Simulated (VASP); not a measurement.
# Te6Mo3H (a cell with a defect) in VASP: single point with PBEsol+D3(BJ)

Aim: the single point of Te6Mo3H (a cell with a defect) with PBEsol+D3(BJ).

All numbers are computed with VASP 6.6.1; they aren't measurements. Logs are shortened: lines on timing, memory, paths and dates and some standing lists are left out, and cuts for length are marked.

**1. The cell of the first run**

The cell holds a defect, 10 atoms: a = 3.433 Å, b = 3.433 Å, c = 20.770 Å, α = 90.00°, β = 90.00°, γ = 120.00°.

**2. Single point, PBEsol+D3(BJ)**

Contents of INCAR:

```
SYSTEM = Te6Mo3H
PREC     = Accurate       ! precision mode
ENCUT    = 520            ! plane-wave cutoff, eV
EDIFF    = 1E-7           ! SCF threshold, eV
ISMEAR   = 0              ! smearing method
SIGMA    = 0.05           ! smearing width, eV
LREAL    = .False.        ! projectors in reciprocal space
LASPH    = .True.         ! aspherical terms in the spheres
NELM     = 60             ! most SCF steps
ALGO     = Normal         ! electronic algorithm
ISIF     = 2              ! what is computed and relaxed
LWAVE    = .False.        ! write WAVECAR
LCHARG   = .True.         ! write CHGCAR
GGA      = PS             ! functional
IVDW     = 12             ! dispersion correction
LELF     = .True.         ! ELF
LVHAR    = .True.       
NBANDS   = 50             ! bands
```

Contents of KPOINTS:

```
Automatic mesh
0
Gamma
  9 9 2
  0 0 0
```

Contents of POSCAR:

```
Te6Mo3H
1.0
    3.4334348991      0.0000000000      0.0000000000
   -1.7167174496      2.9734418449      0.0000000000
    0.0000000000      0.0000000000     20.7704276327
Te Mo H
6 3 1
Direct
    0.0000000000      0.0000000000      0.9125759158
    0.3333333333      0.6666666667      0.5917813750
    0.3333333333      0.6666666667      0.2333059430
    0.3333333333      0.6666666667      0.7666940570
    0.3333333333      0.6666666667      0.4082186250
    0.0000000000      0.0000000000      0.0874240842
    0.0000000000      0.0000000000      0.6791506171
    0.0000000000      0.0000000000      0.3208493829
    0.3333333333      0.6666666667      0.0000000000
   -0.3023098515     -0.6511549258      0.7523436355
```

Potentials or basis: VASP PAW PBE potentials, release 64 (Te, Mo_sv, H).

Started as:

```
cat potpaw_PBE.64/Te/POTCAR potpaw_PBE.64/Mo_sv/POTCAR potpaw_PBE.64/H/POTCAR > POTCAR
mpirun -np 1 vasp_std > vasp.out
```

OUTCAR:

```text
SYSTEM = Te6Mo3H
   PREC = Accurate
   ENCUT = 520
   EDIFF = 1E-7
   ISMEAR = 0
   LREAL = .False.
   LASPH = .True.
   NELM = 60
   ISIF = 2
   GGA = PS
   IVDW = 12
 IVDW          = 12

 ion  position               nearest neighbor table
   1  0.000  0.000  0.913-   9 2.69   9 2.69   9 2.69   4 3.62   4 3.62   4 3.62   6 3.63
   2  0.333  0.667  0.592-   7 2.69   7 2.69   7 2.69   4 3.63
   3  0.333  0.667  0.233-   8 2.69   8 2.69   8 2.69   6 3.62   6 3.62   6 3.62   5 3.63
   4  0.333  0.667  0.767-  10 1.91  10 2.05  10 2.05   7 2.69   7 2.69   7 2.69   1 3.62   1 3.62
                             1 3.62   2 3.63
   5  0.333  0.667  0.408-   8 2.69   8 2.69   8 2.69   3 3.63
   6  0.000  0.000  0.087-   9 2.69   9 2.69   9 2.69   3 3.62   3 3.62   3 3.62   1 3.63
   7  0.000  0.000  0.679-   2 2.69   2 2.69   2 2.69   4 2.69   4 2.69   4 2.69
   8  0.000  0.000  0.321-   5 2.69   5 2.69   5 2.69   3 2.69   3 2.69   3 2.69
   9  0.333  0.667  0.000-   1 2.69   6 2.69   1 2.69   6 2.69   1 2.69   6 2.69
  10  0.698  0.349  0.752-   4 1.91   4 2.05   4 2.05

  LATTYP: Found a hexagonal cell.
 ALAT       =     3.4334348991
 C/A-ratio  =     6.0494601596

  Lattice vectors:

 A1 = (   3.4334348991,   0.0000000000,   0.0000000000)
 A2 = (  -1.7167174496,   2.9734418449,   0.0000000000)
 A3 = (   0.0000000000,   0.0000000000,  20.7704276327)

Analysis of symmetry for initial positions (statically):
=====================================================================
 Subroutine PRICEL returns:
 Original cell was already a primitive cell.

 Routine SETGRP: Setting up the symmetry group for a
 hexagonal supercell.

 Subroutine GETGRP returns: Found  2 space group operations
 (whereof  2 operations were pure point group operations)
 out of a pool of 24 trial point group operations.

The static configuration has the point symmetry C_1h.

Analysis of symmetry for dynamics (positions and initial velocities):
=====================================================================
 Subroutine PRICEL returns:
 Original cell was already a primitive cell.

 Routine SETGRP: Setting up the symmetry group for a
 hexagonal supercell.

 Subroutine GETGRP returns: Found  2 space group operations
 (whereof  2 operations were pure point group operations)
 out of a pool of 24 trial point group operations.

The dynamic configuration has the point symmetry C_1h.

 Subroutine INISYM returns: Found  2 space group operations
 (whereof  2 operations are pure point group operations),
 and found     1 'primitive' translations

----------------------------------------------------------------------------------------

                                     Primitive cell

  volume of cell :     212.0478

  direct lattice vectors                    reciprocal lattice vectors
     3.433434899  0.000000000  0.000000000     0.291253520  0.168155298  0.000000000
    -1.716717450  2.973441845  0.000000000     0.000000000  0.336310596  0.000000000
     0.000000000  0.000000000 20.770427633     0.000000000  0.000000000  0.048145374

  length of vectors
     3.433434899  3.433434899 20.770427633     0.336310596  0.336310596  0.048145374

  position of ions in fractional coordinates (direct lattice)
     0.000000000  0.000000000  0.912575916
     0.333333333  0.666666667  0.591781375
     0.333333333  0.666666667  0.233305943
     0.333333333  0.666666667  0.766694057
     0.333333333  0.666666667  0.408218625
     0.000000000  0.000000000  0.087424084
     0.000000000  0.000000000  0.679150617
     0.000000000  0.000000000  0.320849383
     0.333333333  0.666666667  0.000000000
     0.697690149  0.348845074  0.752343635

  ion indices of the primitive-cell ions
   primitive index   ion index
                 1           1
                 2           2
                 3           3
                 4           4
                 5           5
                 6           6
                 7           7
                 8           8
                 9           9
                10          10

----------------------------------------------------------------------------------------

 KPOINTS: Automatic mesh

Automatic generation of k-mesh.
 Grid dimensions read from file:
 generate k-points for:    9    9    2

 Generating k-lattice:

  Cartesian coordinates                     Fractional coordinates (reciprocal lattice)
     0.032361502  0.018683922  0.000000000     0.111111111  0.000000000  0.000000000
     0.000000000  0.037367844  0.000000000     0.000000000  0.111111111  0.000000000
     0.000000000  0.000000000  0.024072687     0.000000000  0.000000000  0.500000000

  Length of vectors
     0.037367844  0.037367844  0.024072687

  Shift w.r.t. Gamma in fractional coordinates (k-lattice)
     0.000000000  0.000000000  0.000000000

 Subroutine IBZKPT returns following result:
 ===========================================

 Found     50 irreducible k-points:

 Following reciprocal coordinates:
            Coordinates               Weight
  0.000000  0.000000  0.000000      1.000000
  0.111111  0.000000  0.000000      2.000000
  0.000000  0.111111  0.000000      4.000000
  0.222222 -0.000000  0.000000      2.000000
  0.000000  0.222222  0.000000      4.000000
  0.333333  0.000000  0.000000      2.000000
[... 16 lines left out ...]
 -0.222222 -0.444444  0.000000      4.000000
  0.444444  0.333333  0.000000      4.000000
 [... further k-points ...]
   k-points           NKPTS =     50   k-points in BZ     NKDIM =     50   number of bands    NBANDS=     50
   number of dos      NEDOS =    301   number of ions     NIONS =     10
   total plane-waves  NPLWV = 125440
   dimension x,y,z NGX =    28 NGY =   28 NGZ =  160
   dimension x,y,z NGXF=    56 NGYF=   56 NGZF=  320
   ions per type =               6   3   1
   NGX,Y,Z   is equivalent  to a cutoff of  13.56, 13.56, 12.81 a.u.
   NGXF,Y,Z  is equivalent  to a cutoff of  27.12, 27.12, 25.61 a.u.
 SYSTEM =  Te6Mo3H
   PREC   = accura    normal or accurate (medium, high low for compatibility)
   ISTART =      0    job   : 0-new  1-cont  2-samecut
   ICHARG =      2    charge: 1-file 2-atom 10-const
   ISPIN  =      1    spin polarized calculation?
   LNONCOLLINEAR =      F non collinear calculations
   LSORBIT =      F    spin-orbit coupling
   LASPH  =      T    aspherical Exc in radial PAW
   ENCUT  =  520.0 eV  38.22 Ry    6.18 a.u.   6.38  6.38 38.62*2*pi/ulx,y,z
   NELM   =     60;   NELMIN=  2; NELMDL= -5     # of ELM steps
   EDIFF  = 0.1E-06   stopping-criterion for ELM
   LREAL  =      F    real-space projection
   EDIFFG = 0.1E-05   stopping-criterion for IOM
   NSW    =      0    number of steps for IOM
   IBRION =     -1    ionic relax: 0-MD 1-quasi-New 2-CG
   NFREE  =      0    steps in history (QN), initial steepest desc. (CG)
   ISIF   =      2    stress and relaxation
   ISYM   =      2    0-nonsym 1-usesym 2-fastsym
   POTIM  = 0.5000    time-step for ionic-motion
   TEBEG  =    0.0;   TEEND  =   0.0 temperature during run
   PSTRESS=    0.0 pullay stress
   NELECT =      79.0000    total number of electrons
   NUPDOWN=      -1.0000    fix difference up-down
   EMIN   =  10.00;   EMAX   =-10.00  energy-range for DOS
   EFERMI =   0.00;   METHOD = LEGACY
   ISMEAR =     0;   SIGMA  =   0.05  broadening in eV -4-tet -1-fermi 0-gaus
   EFERMI_NEDOS =   21; number of points for ismear=-14 and -15
   IALGO  =     38    algorithm
   IMIX   =      4    mixing-type and parameters
     AMIX     =   0.40;   BMIX     =  1.00
     AMIX_MAG =   1.60;   BMIX_MAG =  1.00
  volume/ion in A,a.u.               =      21.20       143.10
  Fermi-wavevector in a.u.,A,eV,Ry     =   1.177984  2.226066 18.880066  1.387646
  Thomas-Fermi vector in A             =   2.314321
   LORBIT       =      0    0 simple, 1 ext, 2 COOP (PROOUT), +10 PAW based schemes
   GGA     = PS    functional components
   LHFCALC =     F    Hartree Fock is set to
   AEXX    =    0.0000 exact exchange contribution
   IVDW    =    12    specifies the selected vdW correction
   LEPSILON=     F    determine dielectric tensor
   LRPA    =     F    only Hartree local field effects (RPA)
 non-spin polarized calculation
 Gauss-broadening in eV      SIGMA  =   0.05
  energy-cutoff  :      520.00
  volume of cell :      212.05
 maximum number of plane-waves:      5757
 NGX is ok and might be reduce to    28
   NGX = 13   NGY = 13   NGZ = 77

 number of electron      79.0000001 magnetization

 Free energy of the ion-electron system (eV)
  ---------------------------------------------------
  ext. energy  EPLUGINS =         0.00000000
  ---------------------------------------------------
  free energy    TOTEN  =       -59.74100456 eV

  energy without entropy =      -59.73506587  energy(sigma->0) =      -59.73803522

 E-fermi :   9.6649     XC(G=0): -10.9140

 val. band max:        9.6641852329   @ k =   0.0000   0.3333   0.5000
 cond. band min:       9.6650963319   @ k =  -0.4444   0.3333   0.0000
 fundamental gap:      0.0009110989
 Fermi energy:         9.6648917817

 k-point     1 :       0.0000    0.0000    0.0000
  band No.  band energies     occupation
      1     -51.8154      2.00000
      2     -51.6068      2.00000
      3     -51.6027      2.00000
      4     -26.1332      2.00000
      5     -25.8831      2.00000
      6     -25.8657      2.00000
[... 42 lines left out ...]
     49      12.5224      0.00000
     50      12.5244      0.00000

 k-point     2 :       0.1111    0.0000    0.0000
  band No.  band energies     occupation
      1     -51.8137      2.00000
      2     -51.6052      2.00000
      3     -51.6010      2.00000
      4     -26.1283      2.00000
      5     -25.9042      2.00000
      6     -25.8706      2.00000
[... 42 lines left out ...]
     49      11.9725      0.00000
     50      12.2811      0.00000

 k-point     3 :       0.0000    0.1111    0.0000
  band No.  band energies     occupation
      1     -51.8137      2.00000
      2     -51.6052      2.00000
      3     -51.6010      2.00000
      4     -26.1283      2.00000
      5     -25.8958      2.00000
      6     -25.8790      2.00000
[... 42 lines left out ...]
     49      11.9736      0.00000
     50      12.2809      0.00000

 k-point     4 :       0.2222   -0.0000    0.0000
  band No.  band energies     occupation
      1     -51.8095      2.00000
      2     -51.6010      2.00000
      3     -51.5969      2.00000
      4     -26.1160      2.00000
      5     -25.9573      2.00000
      6     -25.8828      2.00000
[... 999 lines left out ...]
 k-point    23 :      -0.2222   -0.4444    0.0000
  band No.  band energies     occupation
      1     -51.8001      2.00000
      2     -51.5918      2.00000
      3     -51.5877      2.00000
      4     -26.0885      2.00000
      5     -26.0201      2.00000
      6     -25.9635      2.00000
[... 42 lines left out ...]
     49      12.3456      0.00000
     50      12.5593      0.00000

 k-point    24 :       0.4444    0.3333    0.0000
  band No.  band energies     occupation
      1     -51.8001      2.00000
      2     -51.5918      2.00000
      3     -51.5877      2.00000
      4     -26.0886      2.00000
      5     -26.0261      2.00000
      6     -25.9574      2.00000
[... 42 lines left out ...]
     49      12.3466      0.00000
     50      12.5604      0.00000

 [... further k-points ...]

------------------------ aborting loop because EDIFF is reached ----------------------------------------

 Edisp (eV)   -5.04196

 E8    (eV) :    -3.4308

  FORCE on cell =-STRESS in cart. coord.  units (eV):
  Direction    XX          YY          ZZ          XY          YZ          ZX
  --------------------------------------------------------------------------------------
  -------------------------------------------------------------------------------------
  Total       3.77892     3.49397     3.18644     0.24677     0.00859     0.01488
  in kB      28.55253    26.39954    24.07590     1.86454     0.06491     0.11243
  external pressure =       26.34 kB  Pullay stress =        0.00 kB

 VOLUME and BASIS-vectors are now :
 -----------------------------------------------------------------------------
  energy-cutoff  :      520.00
  volume of cell :      212.05
      direct lattice vectors                 reciprocal lattice vectors
     3.433434899  0.000000000  0.000000000     0.291253520  0.168155298  0.000000000
    -1.716717450  2.973441845  0.000000000     0.000000000  0.336310596  0.000000000
     0.000000000  0.000000000 20.770427633     0.000000000  0.000000000  0.048145374

 POSITION                                       TOTAL-FORCE (eV/Angst)
 -----------------------------------------------------------------------------------
      0.00000      0.00000     18.95459         0.000694      0.000400     -0.070427
     -0.00000      1.98229     12.29155        -0.022237     -0.012838     -0.050328
     -0.00000      1.98229      4.84586        -0.000119     -0.000069     -0.046189
     -0.00000      1.98229     15.92456        -0.010906     -0.006297      2.037920
     -0.00000      1.98229      8.47888        -0.000673     -0.000389      0.053182
      0.00000      0.00000      1.81584         0.002060      0.001189      0.041137
      0.00000      0.00000     14.10625         0.035124      0.020279     -1.722950
      0.00000      0.00000      6.66418         0.000193      0.000112      0.020049
     -0.00000      1.98229      0.00000        -0.005662     -0.003269     -0.018630
      1.79661      1.03727     15.62650         0.001526      0.000881     -0.243764
 -----------------------------------------------------------------------------------
    total drift:                                0.000008      0.000004      0.000083

  FREE ENERGIE OF THE ION-ELECTRON SYSTEM (eV)
  ---------------------------------------------------
  free  energy   TOTEN  =       -64.7829596868 eV

  energy  without entropy=      -64.7770209888  energy(sigma->0) =      -64.77999034
```

Run time: 18 min. Hardware: 1 thread of Intel Xeon Platinum 8488C (Sapphire Rapids), shared host; peak memory 0.62 GiB.

What came out:

| Item | Value |
| --- | --- |
| Free energy | -64.7830 eV |
| Pressure | 2.6 GPa |
| Largest force | 2.038 eV/Å |
| Band gap on the k mesh | zero (an odd number of electrons rules out a gap without spin polarisation) |
| Dispersion energy per atom | -0.504 eV |

Forces in eV/Å, atoms in the order of the input:
```
Te   0.001  0.000 -0.070
Te  -0.022 -0.013 -0.050
Te   0.000  0.000 -0.046
Te  -0.011 -0.006  2.038
Te  -0.001  0.000  0.053
Te   0.002  0.001  0.041
Mo   0.035  0.020 -1.723
Mo   0.000  0.000  0.020
Mo  -0.006 -0.003 -0.019
H    0.002  0.001 -0.244
```

Caveat: the PAW data sets were made with another functional, which shifts forces and pressure a little; spin-orbit coupling is left out, which moves the levels of the heavy elements; an odd number of electrons without spin polarisation forces a metal; a magnetic or distorted state may lie lower.
